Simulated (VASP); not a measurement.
# Pt (P2_1/m) in VASP: notebook

Runs on Pt. Level: PBEsol. Tasks: single point.

Everything below comes from runs of VASP 6.6.1. Logs are shortened: lines on timing, memory, paths and dates and some standing lists are left out, and cuts for length are marked.

### 1 The cell of the first run

The structure is monoclinic, space group P2_1/m (No. 11). The conventional cell has a = 2.725 Å, b = 4.707 Å, c = 2.725 Å, α = 90.00°, β = 120.00°, γ = 90.00°. Within 4.2 Å of Pt (site symmetry m) lie 18 Pt at 2.70 to 4.14 Å.

### 2 Single point, PBEsol (atoms displaced along a vibrational mode)

INCAR

```
SYSTEM = Pt
  PREC = Accurate
  ENCUT = 520
  EDIFF = 1E-7
  ISMEAR = 0
  SIGMA = 0.15
  LREAL = .False.
  LASPH = .True.
  NELM = 80
  ALGO = Fast
  ISIF = 2
  LWAVE = .False.
  LCHARG = .True.
  GGA = PS
  LELF = .True.
  LVHAR = .True.
  NBANDS = 28
```

KPOINTS

```
Automatic mesh
0
Gamma
  22 14 14
  0 0 0
```

POSCAR

```
Pt
1.0
   -2.7251696203      0.0000000000      0.0000000000
    0.0000000000      0.0000000000     -4.7068056308
    0.0000000000     -4.7201322416      0.0000000000
Pt
4
Direct
    1.0550424454      0.2500000000      0.3333333333
    0.5550424454      0.2500000000      0.8333333333
    0.4449575546      0.7500000000      0.1666666667
   -0.0550424454      0.7500000000      0.6666666667
```

Potentials or basis: VASP PAW PBE potentials, release 64 (Pt).

The run is started by

```bash
$ cat potpaw_PBE.64/Pt/POTCAR > POTCAR
$ mpirun -np 1 vasp_std > vasp.out
```

OUTCAR:

```text
SYSTEM = Pt
   PREC = Accurate
   ENCUT = 520
   EDIFF = 1E-7
   ISMEAR = 0
   LREAL = .False.
   LASPH = .True.
   NELM = 80
   ISIF = 2
   GGA = PS

 ion  position               nearest neighbor table
   1  0.055  0.250  0.333-   3 2.70   3 2.70   2 2.73   2 2.73   2 2.73   2 2.73   4 2.85   4 2.85
                             3 2.99   3 2.99
   2  0.555  0.250  0.833-   4 2.70   4 2.70   1 2.73   1 2.73   1 2.73   1 2.73   3 2.85   3 2.85
                             4 2.99   4 2.99
   3  0.445  0.750  0.167-   1 2.70   1 2.70   4 2.73   4 2.73   4 2.73   4 2.73   2 2.85   2 2.85
                             1 2.99   1 2.99
   4  0.945  0.750  0.667-   2 2.70   2 2.70   3 2.73   3 2.73   3 2.73   3 2.73   1 2.85   1 2.85
                             2 2.99   2 2.99

  LATTYP: Found a simple orthorhombic cell.
 ALAT       =     2.7251696203
 B/A-ratio  =     1.7271606126
 C/A-ratio  =     1.7320508076

  Lattice vectors:

 A1 = (  -2.7251696203,   0.0000000000,   0.0000000000)
 A2 = (   0.0000000000,   0.0000000000,  -4.7068056308)
 A3 = (   0.0000000000,  -4.7201322416,   0.0000000000)

Analysis of symmetry for initial positions (statically):
=====================================================================
 Subroutine PRICEL returns following result:

  LATTYP: Found a hexagonal cell.
 ALAT       =     2.7251696203
 C/A-ratio  =     1.7271606126

  Lattice vectors:

 A1 = (  -1.3625848101,  -2.3600661208,   0.0000000000)
 A2 = (  -1.3625848101,   2.3600661208,   0.0000000000)
 A3 = (   0.0000000000,   0.0000000000,  -4.7068056308)

   2 primitive cells build up your supercell.

 Routine SETGRP: Setting up the symmetry group for a
 simple orthorhombic supercell.

 Subroutine GETGRP returns: Found  4 space group operations
 (whereof  2 operations were pure point group operations)
 out of a pool of  8 trial point group operations.

The static configuration has the point symmetry S_2 .
 The point group associated with its full space group is C_2h.

Analysis of symmetry for dynamics (positions and initial velocities):
=====================================================================
 Subroutine PRICEL returns following result:

  LATTYP: Found a hexagonal cell.
 ALAT       =     2.7251696203
 C/A-ratio  =     1.7271606126

  Lattice vectors:

 A1 = (  -1.3625848101,  -2.3600661208,   0.0000000000)
 A2 = (  -1.3625848101,   2.3600661208,   0.0000000000)
 A3 = (   0.0000000000,   0.0000000000,  -4.7068056308)

   2 primitive cells build up your supercell.

 Routine SETGRP: Setting up the symmetry group for a
 simple orthorhombic supercell.

 Subroutine GETGRP returns: Found  4 space group operations
 (whereof  2 operations were pure point group operations)
 out of a pool of  8 trial point group operations.

The dynamic configuration has the point symmetry S_2 .
 The point group associated with its full space group is C_2h.

 Subroutine INISYM returns: Found  4 space group operations
 (whereof  2 operations are pure point group operations),
 and found     2 'primitive' translations

----------------------------------------------------------------------------------------

                                     Primitive cell

  volume of cell :      30.2722

  direct lattice vectors                    reciprocal lattice vectors
    -1.362584810 -2.360066121  0.000000000    -0.366949636 -0.211858471  0.000000000
    -1.362584810  2.360066121  0.000000000    -0.366949636  0.211858471  0.000000000
     0.000000000  0.000000000 -4.706805631     0.000000000  0.000000000 -0.212458316

  length of vectors
     2.725169620  2.725169620  4.706805631     0.423716942  0.423716942  0.212458316

  position of ions in fractional coordinates (direct lattice)
     0.388375779  0.721709112  0.250000000
     0.611624221  0.278290888  0.750000000

  ion indices of the primitive-cell ions
   primitive index   ion index
                 1           1
                 2           4

----------------------------------------------------------------------------------------

 KPOINTS: Automatic mesh

Automatic generation of k-mesh.
 Grid dimensions read from file:
 generate k-points for:   22   14   14

 Generating k-lattice:

  Cartesian coordinates                     Fractional coordinates (reciprocal lattice)
    -0.016679529  0.000000000  0.000000000     0.045454545  0.000000000  0.000000000
     0.000000000  0.000000000 -0.015175594     0.000000000  0.071428571  0.000000000
     0.000000000 -0.015132748  0.000000000     0.000000000  0.000000000  0.071428571

  Length of vectors
     0.016679529  0.015175594  0.015132748

  Shift w.r.t. Gamma in fractional coordinates (k-lattice)
     0.000000000  0.000000000  0.000000000

 Subroutine IBZKPT returns following result:
 ===========================================

 Found   1248 irreducible k-points:

 Following reciprocal coordinates:
            Coordinates               Weight
  0.000000  0.000000  0.000000      1.000000
  0.045455  0.000000  0.000000      2.000000
  0.090909  0.000000  0.000000      2.000000
  0.136364  0.000000  0.000000      2.000000
  0.181818  0.000000  0.000000      2.000000
  0.227273  0.000000  0.000000      2.000000
[... 16 lines left out ...]
  0.454545  0.071429  0.000000      4.000000
  0.500000  0.071429  0.000000      2.000000
 [... further k-points ...]
   k-points           NKPTS =   1248   k-points in BZ     NKDIM =   1248   number of bands    NBANDS=     28
   number of dos      NEDOS =    301   number of ions     NIONS =      4
   total plane-waves  NPLWV =  25920
   dimension x,y,z NGX =    20 NGY =   36 NGZ =   36
   dimension x,y,z NGXF=    40 NGYF=   72 NGZF=   72
   ions per type =               4
   NGX,Y,Z   is equivalent  to a cutoff of  12.20, 12.72, 12.68 a.u.
   NGXF,Y,Z  is equivalent  to a cutoff of  24.40, 25.43, 25.36 a.u.
 SYSTEM =  Pt
   PREC   = accura    normal or accurate (medium, high low for compatibility)
   ISTART =      0    job   : 0-new  1-cont  2-samecut
   ICHARG =      2    charge: 1-file 2-atom 10-const
   ISPIN  =      1    spin polarized calculation?
   LNONCOLLINEAR =      F non collinear calculations
   LSORBIT =      F    spin-orbit coupling
   LASPH  =      T    aspherical Exc in radial PAW
   ENCUT  =  520.0 eV  38.22 Ry    6.18 a.u.   5.07  8.75  8.78*2*pi/ulx,y,z
   NELM   =     80;   NELMIN=  2; NELMDL= -5     # of ELM steps
   EDIFF  = 0.1E-06   stopping-criterion for ELM
   LREAL  =      F    real-space projection
   EDIFFG = 0.1E-05   stopping-criterion for IOM
   NSW    =      0    number of steps for IOM
   IBRION =     -1    ionic relax: 0-MD 1-quasi-New 2-CG
   NFREE  =      0    steps in history (QN), initial steepest desc. (CG)
   ISIF   =      2    stress and relaxation
   ISYM   =      2    0-nonsym 1-usesym 2-fastsym
   POTIM  = 0.5000    time-step for ionic-motion
   TEBEG  =    0.0;   TEEND  =   0.0 temperature during run
   PSTRESS=    0.0 pullay stress
   NELECT =      40.0000    total number of electrons
   NUPDOWN=      -1.0000    fix difference up-down
   EMIN   =  10.00;   EMAX   =-10.00  energy-range for DOS
   EFERMI =   0.00;   METHOD = LEGACY
   ISMEAR =     0;   SIGMA  =   0.15  broadening in eV -4-tet -1-fermi 0-gaus
   EFERMI_NEDOS =   21; number of points for ismear=-14 and -15
   IALGO  =     68    algorithm
   IMIX   =      4    mixing-type and parameters
     AMIX     =   0.40;   BMIX     =  1.00
     AMIX_MAG =   1.60;   BMIX_MAG =  1.00
  volume/ion in A,a.u.               =      15.14       102.14
  Fermi-wavevector in a.u.,A,eV,Ry     =   1.425838  2.694443 27.660833  2.033014
  Thomas-Fermi vector in A             =   2.546179
   LORBIT       =      0    0 simple, 1 ext, 2 COOP (PROOUT), +10 PAW based schemes
   GGA     = PS    functional components
   LHFCALC =     F    Hartree Fock is set to
   AEXX    =    0.0000 exact exchange contribution
   IVDW    =     0    specifies the selected vdW correction
   LEPSILON=     F    determine dielectric tensor
   LRPA    =     F    only Hartree local field effects (RPA)
 non-spin polarized calculation
 RMM-DIIS sequential band-by-band and
 Gauss-broadening in eV      SIGMA  =   0.15
  energy-cutoff  :      520.00
  volume of cell :       60.54
 maximum number of plane-waves:      1652
   NGX = 11   NGY = 17   NGZ = 17

 number of electron      40.0000003 magnetization

 Free energy of the ion-electron system (eV)
  ---------------------------------------------------
  ext. energy  EPLUGINS =         0.00000000
  ---------------------------------------------------
  free energy    TOTEN  =       -27.63654358 eV

  energy without entropy =      -27.57005263  energy(sigma->0) =      -27.60329810

 E-fermi :  10.9946     XC(G=0): -13.5985

 val. band max:       10.9945325269   @ k =   0.4091  -0.2857  -0.1429
 cond. band min:      10.9955468245   @ k =   0.3636   0.2857   0.0714
 fundamental gap:      0.0010142976
 Fermi energy:        10.9945705401

 k-point     1 :       0.0000    0.0000    0.0000
  band No.  band energies     occupation
      1       0.7730      2.00000
      2       3.5168      2.00000
      3       4.2541      2.00000
      4       4.2845      2.00000
      5       4.9099      2.00000
      6       6.4964      2.00000
[... 20 lines left out ...]
     27      20.0282      0.00000
     28      20.9026      0.00000

 k-point     2 :       0.0455    0.0000    0.0000
  band No.  band energies     occupation
      1       0.8314      2.00000
      2       3.5709      2.00000
      3       4.3113      2.00000
      4       4.3481      2.00000
      5       4.9239      2.00000
      6       6.5032      2.00000
[... 20 lines left out ...]
     27      20.1260      0.00000
     28      20.8088      0.00000

 k-point     3 :       0.0909    0.0000    0.0000
  band No.  band energies     occupation
      1       1.0045      2.00000
      2       3.7289      2.00000
      3       4.4807      2.00000
      4       4.5304      2.00000
      5       4.9644      2.00000
      6       6.5119      2.00000
[... 616 lines left out ...]
      3       5.3856      2.00000
      4       5.3997      2.00000
      5       5.7591      2.00000
      6       5.8938      2.00000
[... 20 lines left out ...]
     27      19.2932      0.00000
     28      20.2248      0.00000

 k-point    24 :       0.5000    0.0714    0.0000
  band No.  band energies     occupation
      1       5.1725      2.00000
      2       5.1725      2.00000
      3       5.2967      2.00000
      4       5.2967      2.00000
      5       5.8266      2.00000
      6       5.8266      2.00000
[... 20 lines left out ...]
     27      19.4357      0.00000
     28      19.4357      0.00000

 [... further k-points ...]

------------------------ aborting loop because EDIFF is reached ----------------------------------------

  FORCE on cell =-STRESS in cart. coord.  units (eV):
  Direction    XX          YY          ZZ          XY          YZ          ZX
  --------------------------------------------------------------------------------------
  -------------------------------------------------------------------------------------
  Total        0.3487425     -0.3907370      0.6908214     -0.3046296      0.0000000      0.0000000
  in kB        9.2287213    -10.3400153     18.2811037     -8.0613687      0.0000000      0.0000000
  external PRESSURE =       5.7232699 kB  Pullay stress =       0.0000000 kB

 VOLUME and BASIS-vectors are now :
 -----------------------------------------------------------------------------
  energy-cutoff  :      520.00
  volume of cell :       60.54
      direct lattice vectors                 reciprocal lattice vectors
    -2.725169620  0.000000000  0.000000000    -0.366949636  0.000000000  0.000000000
     0.000000000  0.000000000 -4.706805631     0.000000000  0.000000000 -0.212458316
     0.000000000 -4.720132242  0.000000000     0.000000000 -0.211858471  0.000000000

 POSITION                                       TOTAL-FORCE (eV/Angst)
 -----------------------------------------------------------------------------------
     -0.15000     -1.57338     -1.17670         0.051758     -0.250755     -0.000000
     -1.51258     -3.93344     -1.17670         0.051758     -0.250755     -0.000000
     -1.21258     -0.78669     -3.53010        -0.051758      0.250755      0.000000
     -2.57517     -3.14675     -3.53010        -0.051758      0.250755      0.000000
 -----------------------------------------------------------------------------------
    total drift:                               -0.000000      0.000000     -0.000000

  FREE ENERGIE OF THE ION-ELECTRON SYSTEM (eV)
  ---------------------------------------------------
  free  energy   TOTEN  =       -27.6365435752 eV

  energy  without entropy=      -27.5700526322  energy(sigma->0) =      -27.60329810
```

It took 26 min on 1 thread of Oxide Virtual Turin-like, shared host; peak memory 1.4 GiB.

Results:

| Item | Value |
| --- | --- |
| Free energy | -27.6365 eV |
| Pressure | 0.6 GPa |
| Largest force | 0.256 eV/Å |
| Band gap on the k mesh | zero (bands 20 and 21 overlap by 1.34 eV) |

Forces in eV/Å, atoms in the order of the input:
```
Pt   0.052 -0.251  0.000
Pt   0.052 -0.251  0.000
Pt  -0.052  0.251  0.000
Pt  -0.052  0.251  0.000
```

Levels at points of the mesh, in eV from the Fermi level:
| k point | band 18 | band 19 | band 20 | band 21 | band 22 | band 23 |
| --- | --- | --- | --- | --- | --- | --- |
| (0.00, 0.00, 0.00) | -0.91 | -0.46 | 0.21 | 0.34 | 0.50 | 2.32 |
| (0.50, 0.00, 0.00) | -0.61 | 0.01 | 0.01 | 2.24 | 2.24 | 6.56 |
| (0.00, 0.50, 0.00) | -0.74 | -0.72 | -0.72 | 0.43 | 0.43 | 1.68 |
| (0.50, 0.50, 0.00) | 0.07 | 0.07 | 0.07 | 2.98 | 2.98 | 2.98 |
| (0.00, 0.00, 0.50) | -1.90 | -1.61 | -1.61 | -0.34 | -0.34 | 4.88 |
| (0.50, 0.00, 0.50) | 0.39 | 0.46 | 0.62 | 1.70 | 2.91 | 3.28 |
| (0.00, 0.50, 0.50) | -1.11 | -1.11 | -1.11 | -0.20 | -0.20 | -0.20 |
| (0.50, 0.50, 0.50) | 0.43 | 0.45 | 0.45 | 0.89 | 0.89 | 2.42 |

Caveat: the cell differs from its parent crystal (atoms displaced along a vibrational mode); the PAW data sets were made with another functional, which shifts forces and pressure a little; spin-orbit coupling is left out, which moves the levels of the heavy elements.

(Continued in part 2 of 2.)
